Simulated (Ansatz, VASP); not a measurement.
## Two plane-wave programs on ZnCd2Te3

```
Zn Cd Te
1.0
    -2.28239    2.28239    9.76703
     2.28239   -2.28239    9.76703
     2.28239    2.28239   -9.76703
Zn Cd Te
1 2 3
Direct
  0.50000 0.50000 0.00000
  0.83734 0.83734 0.00000
  0.16266 0.16266 0.00000
  0.57486 0.07486 0.50000
  0.25000 0.75000 0.50000
  0.92514 0.42514 0.50000
```

Alike in both runs: functional PBE; k mesh 8 × 8 × 8; occupations gaussian, width 0.02 eV; no spin polarisation.

Ansatz relaxed the structure, and its values are those at the end. VASP's run is a single point on that final structure, the one shown.

|  | VASP | Ansatz |
| --- | --- | --- |
| version | VASP 6.6.1 | Ansatz 0.2.0 |
| potentials or method | VASP PAW PBE potentials, release 64 (Zn, Cd, Te), cutoff 520 eV | scalar-relativistic, plane waves, PAW |
| valence electrons in the cell | 54 | 100 |

|  | VASP | Ansatz | Ansatz less VASP |
| --- | --- | --- | --- |
| gap on the k mesh at the Fermi level (eV) | 0.66 | 0.66 | +0.002 |
| least direct gap on the mesh (eV) | 0.66 | 0.66 | +0.002 |
| pressure (GPa) | 0.1 | 0.0 | -0.10 |

VASP's potentials hold 54 valence electrons a cell and Ansatz's 100, so a difference there can come from the potentials and not from the codes.

Spin-orbit coupling is off throughout.
